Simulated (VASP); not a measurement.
Here is a VASP 6.6.1 calculation.

The input INCAR:

```
SYSTEM = InSb
PREC = Accurate
ENCUT = 520
EDIFF = 1E-8
ISMEAR = -1
SIGMA = 0.03
LREAL = .False.
LASPH = .True.
NELM = 80
ALGO = Normal
ISIF = 2
LWAVE = .False.
LCHARG = .False.
GGA = PE
LEFG = .True.
NBANDS = 16
```

File KPOINTS:

```
regular mesh
0
Gamma
  10 10 10
  0 0 0
```

The input POSCAR:

```
InSb
1.0
    0.0000000000      3.1743180000      3.2391000000
    3.1743180000      0.0000000000      3.2391000000
    3.1743180000      3.1743180000      0.0000000000
In Sb
1 1
Direct
    0.0000000000      0.0000000000      0.0000000000
    0.7500000000      0.7500000000      0.7500000000
```

Potentials or basis: VASP PAW PBE potentials, release 64 (In_d, Sb).

The run is started by

```sh
$ cat potpaw_PBE.64/In_d/POTCAR potpaw_PBE.64/Sb/POTCAR > POTCAR
$ mpirun -np 1 vasp_std > vasp.out
```

Question: Predict the pressure.

Answer: 5.4 GPa.

Stress tensor (GPa, compression positive):
```
5.55 0.00 0.00
0.00 5.55 0.00
0.00 0.00 5.03
```

Caveat: the cell differs from its parent crystal (equal xx and yy strain of -2 %); without QUAD_EFG the Cq values of the log hold for a quadrupole moment of 1 mb, not for the nuclei.
